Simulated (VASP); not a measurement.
A run of VASP 6.6.1 is set up as follows.

Contents of INCAR:

```
SYSTEM = Tl
PREC = Accurate
ENCUT = 600
EDIFF = 1E-7
ISMEAR = -1
SIGMA = 0.1
LREAL = .False.
LASPH = .True.
NELM = 100
ALGO = Normal
ISIF = 3
LWAVE = .False.
LCHARG = .False.
GGA = B5
ALDAX = 1.0
AGGAX = 1.0
AGGAC = 1.0
ALDAC = 0.0
IBRION = 2
NSW = 80
EDIFFG = -0.01
```

File KPOINTS:

```
regular mesh
0
Gamma
  7 7 10
  0 0 0
```

The input POSCAR:

```
Tl
1.0
    5.4111348334      0.0000000000      0.0000000000
   -2.7055674167      4.6861802290      0.0000000000
    0.0000000000      0.0000000000      3.3170256529
Tl
3
Direct
    0.0000000000      0.0000000000      0.0000000000
    0.3333333333      0.6666666667      0.5000000000
    0.6666666667      0.3333333333      0.5000000000
```

Potentials or basis: VASP PAW PBE potentials, release 64 (Tl_d).

Launch:

```bash
$ cat potpaw_PBE.64/Tl_d/POTCAR > POTCAR
$ mpirun -np 1 vasp_std > vasp.out
```

Question: Predict the space group after relaxing (to 0.1 Å).

Answer: P6/mmm (No. 191).

Question: Estimate the relaxed cell.

Answer: a = 5.902 Å, b = 5.902 Å, c = 3.576 Å, α = 90.00°, β = 90.00°, γ = 120.00°.

Question: What does it give for the band gap on the k mesh?

Answer: Zero (an odd number of electrons rules out a gap without spin polarisation).

Final structure:
```
CELL_PARAMETERS angstrom
5.90174 0.00000 0.00000
-2.95087 5.11106 0.00000
0.00000 0.00000 3.57569
ATOMIC_POSITIONS crystal
Tl 0.00000 0.00000 0.00000
Tl 0.33333 0.66667 0.50000
Tl 0.66667 0.33333 0.50000
```

Caveat: spin-orbit coupling is left out, which moves the levels of the heavy elements.
